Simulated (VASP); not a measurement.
Wanted: the native input for a VASP 6.6.1 run.

| Quantity | Value |
| --- | --- |
| Task | single point |
| Functional | PBE |
| Dispersion | D3(BJ) |
| Potentials or basis | VASP PAW PBE potentials, release 64 (Si, Ge_d) |
| Cutoff | 520 eV |
| k mesh | 2 × 2 × 2 |
| Occupations | gaussian, width 0.02 eV |
| Spin | no spin polarisation |
| Dipole correction | no |
| Further INCAR settings | LREAL = Auto; ALGO = Normal; EDIFF = 1e-06; NBANDS = 53 |

The structure of Si16Ge (a cell with a defect) lies in POSCAR:

```
Si16Ge
1.0
    0.0000000000      5.4300000000      5.4300000000
    5.4300000000      0.0000000000      5.4300000000
    5.4300000000      5.4300000000      0.0000000000
Si Ge
16 1
Direct
    0.0001234520      0.0005163255     -0.0003429742
    0.1240831893      0.1245646360      0.1243767964
    0.0030111106      0.0034343499      0.4967453022
    0.1241144008      0.1245133845      0.6269307251
    0.0052554251      0.4954000388      0.0047986899
    0.1248647791      0.6278075555      0.1236042317
    0.0054199177      0.4952240264      0.4943041264
    0.1367752427      0.6178709408      0.6224351309
    0.4947939054      0.0058849261      0.0049565355
    0.6274129105      0.1252826841      0.1236361049
    0.4949434097      0.0057139296      0.4944528732
    0.6174251357      0.1373135665      0.6227862215
    0.4972347485      0.4976512476      0.0025150039
    0.6229009606      0.6237492401      0.1364903768
    0.4999749975      0.5005090261      0.4997021816
    0.6232924855      0.6233293603      0.6167745212
    0.7499215892      0.7505379022      0.7497073532
```

The input as run:

INCAR

```
PREC = Accurate
ENCUT = 520
EDIFF = 1E-6
ISMEAR = 0
SIGMA = 0.02
LREAL = Auto
LASPH = True
NELM = 80
ALGO = Normal
ISIF = 2
LWAVE = False
LCHARG = False
GGA = PE
IVDW = 12
NBANDS = 53
```

KPOINTS

```
Automatic mesh
0
Gamma
  2 2 2
```

Potentials or basis: VASP PAW PBE potentials, release 64 (Si, Ge_d).

Run with:

```console
$ cat potpaw_PBE.64/Si/POTCAR potpaw_PBE.64/Ge_d/POTCAR > POTCAR
$ mpirun -np 1 vasp_std > vasp.out
```

It gave:

The pressure is 3.7 GPa, the largest force is 0.023 eV/Å and the band gap on the k mesh is zero (bands 39 and 40 overlap by 0.34 eV). The dispersion energy per atom is -0.333 eV.

Caveat: the k points lie up to 0.50 Å⁻¹ apart.

Wall time 4.6 min on 1 thread of AMD EPYC 7R13 Processor (Zen 3), with other jobs on the host, peak memory 0.45 GiB.
